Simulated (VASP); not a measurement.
Runs of VASP 6.6.1 on Ru. The structure is that of space group Im-3m (No. 229), or close to it. The cells are those of the table. 

```csv
cell,k mesh,gap on the mesh (eV),pressure (GPa)
"a = 2.659 Å, angles 109.5°, 1 atom",16 × 16 × 16,none,(b)
"a = 2.586 Å, angles 109.5°, 1 atom",16 × 16 × 16,none,26.8
"a = 2.623 Å, angles 109.5°, 1 atom",16 × 16 × 16,none,(a)
"a = 2.548 Å, angles 109.5°, 1 atom",16 × 16 × 16,none,45.8
"a = 2.659 Å, angles 109.5°, 1 atom",15 × 15 × 15,none,-0.1
"a = 2.762 Å, angles 109.5°, 1 atom",16 × 16 × 16,none,-22.3
"a = 2.728 Å, angles 109.5°, 1 atom",16 × 16 × 16,none,-16.6
"a = 2.694 Å, angles 109.5°, 1 atom",16 × 16 × 16,none,(c)
```

Alike in all rows: task single point; level RPBE; potentials or basis VASP PAW PBE potentials, release 64 (Ru_pv); no spin polarisation; cutoff (eV) 520; smearing fermi-dirac 0.1 eV.

Estimate the missing entries.

(a) 11.9; (b) 0.0; (c) -9.3.

Caveats: the PAW data sets were made with another functional, which shifts forces and pressure a little.

A k mesh can miss the band edges, and the runs leave out spin-orbit coupling on Ru.

A gap of «none» marks levels without a gap at the run's occupations.
